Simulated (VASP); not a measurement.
Input of a VASP 6.6.1 run:

File INCAR:

```
SYSTEM = Ni
PREC = Accurate
ENCUT = 600
EDIFF = 1E-6
ISMEAR = -1
SIGMA = 0.1
LREAL = .FALSE.
LASPH = .TRUE.
NELM = 200
ALGO = Normal
ISIF = 2
LWAVE = .FALSE.
LCHARG = .TRUE.
ISPIN = 2
MAGMOM = 2
LORBIT = 11
LMAXMIX = 4
GGA = PS
LELF = .TRUE.
LVHAR = .TRUE.
NBANDS = 15
GGA_COMPAT = .FALSE.
```

File KPOINTS:

```
Automatic mesh
0
G
  15 15 15
  0 0 0
```

The input POSCAR:

```
Ni
1.0
   -1.3783391984      1.3783391984      1.3783391984
    1.3783391984     -1.3783391984      1.3783391984
    1.3783391984      1.3783391984     -1.3783391984
Ni
1
Direct
    0.0000000000      0.0000000000      0.0000000000
```

Potentials or basis: VASP PAW PBE potentials, release 64 (Ni).

Command:

```console
$ cat potpaw_PBE.64/Ni/POTCAR > POTCAR
$ mpirun -np 1 vasp_std > vasp.out
```

(1) What does it give for the pressure?

(2) What does it give for the net moment?

(3) Estimate the site moments.

Results:

(1) -0.2 GPa.

(2) 0.47 μB per cell.

(3) Ni +0.47 μB.

Caveat: the PAW data sets were made with another functional, which shifts forces and pressure a little.
